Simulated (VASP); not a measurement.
HfNbTe4:

```
Hf Nb Te
1.0
     4.67779    0.00000    0.00000
     0.00000    4.67779    0.00000
     0.00000    0.00000    7.66175
Hf Nb Te
1 1 4
Cartesian
  0.0000 0.0000 0.0000
  2.3389 2.3389 3.8309
  2.3389 2.3389 6.0984
  2.3389 2.3389 1.5634
  2.3389 0.0000 3.8309
  0.0000 2.3389 3.8309
```

The cell was generated, and may not be a known phase.

| Property | Result |
| --- | --- |
| Program | VASP 6.6.1 |
| Task | relaxation of cell and atoms |
| Functional | PBE |
| Potentials or basis | VASP PAW PBE potentials, release 64 (Hf_pv, Nb_sv, Te) |
| Cutoff | 600 eV |
| k mesh | 4 × 4 × 2 |
| Occupations | gaussian, width 0.1 eV |
| Spin | no spin polarisation |

At the start: pressure 33.3 GPa; volume 27.94 Å³/atom.

Task: Where does the relaxation end?

Result: Over 11 steps the energy falls by 1198.0 meV/atom and the volume is 38.40 Å³/atom (+37.4 %); space group P4/mmm (No. 123, to 0.1 Å) before and after.

The path:
```csv
step,energy change (eV),largest force (eV/Å),pressure (GPa),volume (Å³)
1,0.0000,11.2207,33.29,167.65
2,-3.9517,0.0919,-5.43,349.11
3,-7.1088,0.5072,-1.12,238.64
4,-7.1424,0.4442,-0.60,235.00
5,-7.1669,0.2845,0.57,228.06
6,-7.1667,0.3198,0.33,229.39
7,-7.1802,0.2347,-0.33,232.50
8,-7.1802,0.2350,-0.34,232.49
9,-7.1867,0.1108,-0.07,230.88
10,-7.1874,0.0527,0.05,230.16
11,-7.1880,0.0142,0.02,230.41
```

Final structure:
```
Hf Nb Te
1.0
     5.11141    0.00000    0.00000
     0.00000    5.11141    0.00000
     0.00000    0.00000    8.81917
Hf Nb Te
1 1 4
Direct
  0.00000 0.00000 0.00000
  0.50000 0.50000 0.50000
  0.50000 0.50000 0.83196
  0.50000 0.50000 0.16804
  0.50000 0.00000 0.50000
  0.00000 0.50000 0.50000
```

Caveat: the k points lie up to 0.36 Å⁻¹ apart in the final cell, too coarse for converged energies and pressures of a metal; the volume moved by over 15 % at a fixed basis, so the end points are rough; the highest band is partly filled, so the run has too few bands; an odd number of electrons without spin polarisation forces a metal; a magnetic or distorted state may lie lower.
